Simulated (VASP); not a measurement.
# Be (P6_3/mmc) in VASP: a series of runs

Runs on Be. Level: LDA. Tasks: single point.

Everything below comes from runs of VASP 6.6.1. Logs are shortened: lines on timing, memory, paths and dates and some standing lists are left out, and cuts for length are marked.

### 1 The cell of the first run

The structure is hexagonal, space group P6_3/mmc (No. 194). The conventional cell has a = 2.350 Å, b = 2.350 Å, c = 3.155 Å, α = 90.00°, β = 90.00°, γ = 120.00°. Be (site symmetry -6m2) has 12 Be at 2.08 to 2.35 Å within 2.8 Å.

### 2 Single point, LDA

The input, INCAR:

```
SYSTEM = Be
PREC     = Accurate       ! precision mode
ENCUT    = 520            ! plane-wave cutoff, eV
EDIFF    = 1E-6           ! SCF threshold, eV
ISMEAR   = 0              ! smearing method
SIGMA    = 0.15           ! smearing width, eV
LREAL    = .FALSE.        ! projectors in reciprocal space
LASPH    = .TRUE.         ! aspherical terms in the spheres
NELM     = 100            ! most SCF steps
ALGO     = Fast           ! electronic algorithm
ISIF     = 2              ! what is computed and relaxed
LWAVE    = .FALSE.        ! write WAVECAR
LCHARG   = .FALSE.        ! write CHGCAR
GGA      = CA             ! functional
NBANDS   = 9              ! bands
```

The input, KPOINTS:

```
Automatic mesh
0
G
  33 33 20
  0 0 0
```

The input, POSCAR:

```
Be
1.0
    2.3501420200      0.0000000000      0.0000000000
   -1.1750710100      2.0352826918      0.0000000000
    0.0000000000      0.0000000000      3.1554838045
Be
2
Direct
    0.3333333333      0.6666666667      0.2500000000
    0.6666666667      0.3333333333      0.7500000000
```

Potentials or basis: VASP PAW LDA potentials, release 64 (Be).

The run is started by

```sh
$ cat potpaw_LDA.64/Be/POTCAR > POTCAR
$ mpirun -np 1 vasp_std > vasp.out
```

OUTCAR:

```text
SYSTEM = Be
   PREC = Accurate
   ENCUT = 520
   EDIFF = 1E-6
   ISMEAR = 0
   LREAL = .FALSE.
   LASPH = .TRUE.
   NELM = 100
   ISIF = 2
   GGA = CA

 ion  position               nearest neighbor table
   1  0.333  0.667  0.250-   2 2.08   2 2.08   2 2.08   2 2.08   2 2.08   2 2.08
   2  0.667  0.333  0.750-   1 2.08   1 2.08   1 2.08   1 2.08   1 2.08   1 2.08

  LATTYP: Found a hexagonal cell.
 ALAT       =     2.3501420200
 C/A-ratio  =     1.3426779223

  Lattice vectors:

 A1 = (   2.3501420200,   0.0000000000,   0.0000000000)
 A2 = (  -1.1750710100,   2.0352826918,   0.0000000000)
 A3 = (   0.0000000000,   0.0000000000,   3.1554838045)

Analysis of symmetry for initial positions (statically):
=====================================================================
 Subroutine PRICEL returns:
 Original cell was already a primitive cell.

 Routine SETGRP: Setting up the symmetry group for a
 hexagonal supercell.

 Subroutine GETGRP returns: Found 24 space group operations
 (whereof 12 operations were pure point group operations)
 out of a pool of 24 trial point group operations.

The static configuration has the point symmetry D_3d.
 The point group associated with its full space group is D_6h.

Analysis of symmetry for dynamics (positions and initial velocities):
=====================================================================
 Subroutine PRICEL returns:
 Original cell was already a primitive cell.

 Routine SETGRP: Setting up the symmetry group for a
 hexagonal supercell.

 Subroutine GETGRP returns: Found 24 space group operations
 (whereof 12 operations were pure point group operations)
 out of a pool of 24 trial point group operations.

The dynamic configuration has the point symmetry D_3d.
 The point group associated with its full space group is D_6h.

 Subroutine INISYM returns: Found 24 space group operations
 (whereof 12 operations are pure point group operations),
 and found     1 'primitive' translations

----------------------------------------------------------------------------------------

                                     Primitive cell

  volume of cell :      15.0933

  direct lattice vectors                    reciprocal lattice vectors
     2.350142020  0.000000000  0.000000000     0.425506200  0.245666119  0.000000000
    -1.175071010  2.035282692  0.000000000     0.000000000  0.491332238  0.000000000
     0.000000000  0.000000000  3.155483805     0.000000000  0.000000000  0.316908614

  length of vectors
     2.350142020  2.350142020  3.155483805     0.491332238  0.491332238  0.316908614

  position of ions in fractional coordinates (direct lattice)
     0.333333333  0.666666667  0.250000000
     0.666666667  0.333333333  0.750000000

  ion indices of the primitive-cell ions
   primitive index   ion index
                 1           1
                 2           2

----------------------------------------------------------------------------------------

 KPOINTS: Automatic mesh

Automatic generation of k-mesh.
 Grid dimensions read from file:
 generate k-points for:   33   33   20

 Generating k-lattice:

  Cartesian coordinates                     Fractional coordinates (reciprocal lattice)
     0.012894127  0.007444428  0.000000000     0.030303030  0.000000000  0.000000000
     0.000000000  0.014888856  0.000000000     0.000000000  0.030303030  0.000000000
     0.000000000  0.000000000  0.015845431     0.000000000  0.000000000  0.050000000

  Length of vectors
     0.014888856  0.014888856  0.015845431

  Shift w.r.t. Gamma in fractional coordinates (k-lattice)
     0.000000000  0.000000000  0.000000000

 Subroutine IBZKPT returns following result:
 ===========================================

 Found   1188 irreducible k-points:

 Following reciprocal coordinates:
            Coordinates               Weight
  0.000000  0.000000  0.000000      1.000000
  0.030303  0.000000  0.000000      6.000000
  0.060606  0.000000  0.000000      6.000000
  0.090909  0.000000  0.000000      6.000000
  0.121212  0.000000  0.000000      6.000000
  0.151515  0.000000  0.000000      6.000000
[... 16 lines left out ...]
  0.181818  0.030303  0.000000     12.000000
  0.212121  0.030303  0.000000     12.000000
 [... further k-points ...]
   k-points           NKPTS =   1188   k-points in BZ     NKDIM =   1188   number of bands    NBANDS=      9
   number of dos      NEDOS =    301   number of ions     NIONS =      2
   total plane-waves  NPLWV =   7776
   dimension x,y,z NGX =    18 NGY =   18 NGZ =   24
   dimension x,y,z NGXF=    36 NGYF=   36 NGZF=   48
   ions per type =               2
   NGX,Y,Z   is equivalent  to a cutoff of  12.73, 12.73, 12.64 a.u.
   NGXF,Y,Z  is equivalent  to a cutoff of  25.47, 25.47, 25.29 a.u.
 SYSTEM =  Be
   PREC   = accura    normal or accurate (medium, high low for compatibility)
   ISTART =      0    job   : 0-new  1-cont  2-samecut
   ICHARG =      2    charge: 1-file 2-atom 10-const
   ISPIN  =      1    spin polarized calculation?
   LNONCOLLINEAR =      F non collinear calculations
   LSORBIT =      F    spin-orbit coupling
   LASPH  =      T    aspherical Exc in radial PAW
   ENCUT  =  520.0 eV  38.22 Ry    6.18 a.u.   4.37  4.37  5.87*2*pi/ulx,y,z
   NELM   =    100;   NELMIN=  2; NELMDL= -5     # of ELM steps
   EDIFF  = 0.1E-05   stopping-criterion for ELM
   LREAL  =      F    real-space projection
   EDIFFG = 0.1E-04   stopping-criterion for IOM
   NSW    =      0    number of steps for IOM
   IBRION =     -1    ionic relax: 0-MD 1-quasi-New 2-CG
   NFREE  =      0    steps in history (QN), initial steepest desc. (CG)
   ISIF   =      2    stress and relaxation
   ISYM   =      2    0-nonsym 1-usesym 2-fastsym
   POTIM  = 0.5000    time-step for ionic-motion
   TEBEG  =    0.0;   TEEND  =   0.0 temperature during run
   PSTRESS=    0.0 pullay stress
   NELECT =       4.0000    total number of electrons
   NUPDOWN=      -1.0000    fix difference up-down
   EMIN   =  10.00;   EMAX   =-10.00  energy-range for DOS
   EFERMI =   0.00;   METHOD = LEGACY
   ISMEAR =     0;   SIGMA  =   0.15  broadening in eV -4-tet -1-fermi 0-gaus
   EFERMI_NEDOS =   21; number of points for ismear=-14 and -15
   IALGO  =     68    algorithm
   IMIX   =      4    mixing-type and parameters
     AMIX     =   0.40;   BMIX     =  1.00
     AMIX_MAG =   1.60;   BMIX_MAG =  1.00
  volume/ion in A,a.u.               =       7.55        50.93
  Fermi-wavevector in a.u.,A,eV,Ry     =   1.051558  1.987156 15.044971  1.105774
  Thomas-Fermi vector in A             =   2.186606
   LORBIT       =      0    0 simple, 1 ext, 2 COOP (PROOUT), +10 PAW based schemes
   GGA     = CA    functional components
   LHFCALC =     F    Hartree Fock is set to
   AEXX    =    0.0000 exact exchange contribution
   IVDW    =     0    specifies the selected vdW correction
   LEPSILON=     F    determine dielectric tensor
   LRPA    =     F    only Hartree local field effects (RPA)
 non-spin polarized calculation
 RMM-DIIS sequential band-by-band and
 Gauss-broadening in eV      SIGMA  =   0.15
  energy-cutoff  :      520.00
  volume of cell :       15.09
 maximum number of plane-waves:       427
 NGX is ok and might be reduce to    18
   NGX =  9   NGY =  9   NGZ = 11

 number of electron       4.0000000 magnetization

 Free energy of the ion-electron system (eV)
  ---------------------------------------------------
  ext. energy  EPLUGINS =         0.00000000
  ---------------------------------------------------
  free energy    TOTEN  =        -8.15280928 eV

  energy without entropy =       -8.15093971  energy(sigma->0) =       -8.15187449

 E-fermi :   6.9212     XC(G=0): -10.7651

 val. band max:        6.9121872944   @ k =   0.3333   0.3030   0.4500
 cond. band min:       6.9278515174   @ k =   0.2121   0.1212   0.0500
 fundamental gap:      0.0156642230
 Fermi energy:         6.9211952030

 k-point     1 :       0.0000    0.0000    0.0000
  band No.  band energies     occupation
      1      -4.2860      2.00000
      2       4.3701      2.00000
      3      11.4419      0.00000
      4      20.2300      0.00000
      5      20.2300      0.00000
      6      24.0000      0.00000
      7      24.0000      0.00000
      8      30.1583      0.00000
      9      32.2464      0.00000

 k-point     2 :       0.0303    0.0000    0.0000
  band No.  band energies     occupation
      1      -4.2623      2.00000
      2       4.4017      2.00000
      3      11.4327      0.00000
      4      20.0538      0.00000
      5      20.0686      0.00000
      6      24.0332      0.00000
      7      24.1481      0.00000
      8      30.0240      0.00000
      9      31.9837      0.00000

 k-point     3 :       0.0606    0.0000    0.0000
  band No.  band energies     occupation
      1      -4.1911      2.00000
      2       4.4963      2.00000
      3      11.4030      0.00000
      4      19.5635      0.00000
      5      19.6549      0.00000
      6      24.1236      0.00000
      7      24.5144      0.00000
      8      29.6306      0.00000
      9      31.3735      0.00000

 k-point     4 :       0.0909    0.0000    0.0000
  band No.  band energies     occupation
      1      -4.0725      2.00000
      2       4.6540      2.00000
      3      11.3461      0.00000
      4      18.8494      0.00000
      5      19.1093      0.00000
      6      24.2540      0.00000
      7      24.9573      0.00000
      8      29.0026      0.00000
      9      30.5559      0.00000

 k-point     5 :       0.1212    0.0000    0.0000
  band No.  band energies     occupation
      1      -3.9062      2.00000
      2       4.8745      2.00000
      3      11.2482      0.00000
      4      18.0141      0.00000
      5      18.5143      0.00000
      6      24.4118      0.00000
      7      25.3661      0.00000
      8      28.1726      0.00000
      9      29.5779      0.00000

 k-point     6 :       0.1515    0.0000    0.0000
  band No.  band energies     occupation
      1      -3.6921      2.00000
      2       5.1574      2.00000
      3      11.0858      0.00000
      4      17.1548      0.00000
      5      17.9145      0.00000
      6      24.5888      0.00000
      7      25.6723      0.00000
      8      27.1775      0.00000
      9      28.4989      0.00000
[... 169 lines left out ...]
 k-point    21 :       0.1212    0.0303    0.0000
  band No.  band energies     occupation
      1      -3.7873      2.00000
      2       5.0317      2.00000
      3      11.1691      0.00000
      4      17.4888      0.00000
      5      18.1584      0.00000
      6      24.5394      0.00000
      7      25.5561      0.00000
      8      27.6283      0.00000
      9      29.1214      0.00000

 k-point    22 :       0.1515    0.0303    0.0000
  band No.  band energies     occupation
      1      -3.5493      2.00000
      2       5.3456      2.00000
      3      10.9643      0.00000
      4      16.6336      0.00000
      5      17.5955      0.00000
      6      24.7272      0.00000
      7      25.7818      0.00000
      8      26.5817      0.00000
      9      28.0380      0.00000

 k-point    23 :       0.1818    0.0303    0.0000
  band No.  band energies     occupation
      1      -3.2633      2.00000
      2       5.7212      2.00000
      3      10.6416      0.00000
      4      15.8754      0.00000
      5      17.0648      0.00000
      6      24.9228      0.00000
      7      25.4279      0.00000
      8      25.8658      0.00000
      9      26.9343      0.00000

 k-point    24 :       0.2121    0.0303    0.0000
  band No.  band energies     occupation
      1      -2.9294      2.00000
      2       6.1575      2.00000
      3      10.1638      0.00000
      4      15.2807      0.00000
      5      16.5818      0.00000
      6      24.2032      0.00000
      7      25.1129      0.00000
      8      25.6604      0.00000
      9      26.0221      0.00000

 [... further k-points ...]

------------------------ aborting loop because EDIFF is reached ----------------------------------------

  FORCE on cell =-STRESS in cart. coord.  units (eV):
  Direction    XX          YY          ZZ          XY          YZ          ZX
  --------------------------------------------------------------------------------------
  -------------------------------------------------------------------------------------
  Total       -0.9753144     -0.9753144      3.4477530      0.0000000     -0.0000000      0.0000000
  in kB     -103.5310066   -103.5310066    365.9838540      0.0000000     -0.0000000      0.0000000
  external PRESSURE =      52.9739469 kB  Pullay stress =       0.0000000 kB

 VOLUME and BASIS-vectors are now :
 -----------------------------------------------------------------------------
  energy-cutoff  :      520.00
  volume of cell :       15.09
      direct lattice vectors                 reciprocal lattice vectors
     2.350142020  0.000000000  0.000000000     0.425506200  0.245666119  0.000000000
    -1.175071010  2.035282692  0.000000000     0.000000000  0.491332238  0.000000000
     0.000000000  0.000000000  3.155483805     0.000000000  0.000000000  0.316908614

 POSITION                                       TOTAL-FORCE (eV/Angst)
 -----------------------------------------------------------------------------------
     -0.00000      1.35686      0.78887        -0.000000      0.000000      0.000000
      1.17507      0.67843      2.36661         0.000000     -0.000000      0.000000
 -----------------------------------------------------------------------------------
    total drift:                                0.000000     -0.000000      0.000000

  FREE ENERGIE OF THE ION-ELECTRON SYSTEM (eV)
  ---------------------------------------------------
  free  energy   TOTEN  =        -8.1528092787 eV

  energy  without entropy=       -8.1509397079  energy(sigma->0) =       -8.15187449
```

Run time: 35 s. Hardware: 1 thread of Intel Xeon 6975P-C (Granite Rapids), shared host; peak memory 0.23 GiB.

What came out:

```yaml
Free_energy: -8.1528 eV
Pressure: 5.3 GPa
Band_gap_on_the_k_mesh: zero (band 2 reaches 8.43 eV, above the bottom of band 3 at 5.20 eV)
```

Levels at points of the mesh, in eV from the Fermi level:
| k point | band 1 | band 2 | band 3 | band 4 | band 5 | band 6 |
| --- | --- | --- | --- | --- | --- | --- |
| (0.00, 0.00, 0.00) | -11.21 | -2.55 | 4.52 | 13.31 | 13.31 | 17.08 |
| (0.00, 0.00, 0.50) | -8.53 | -8.53 | 15.76 | 15.76 | 15.76 | 15.76 |

[end of part 1 of 2]
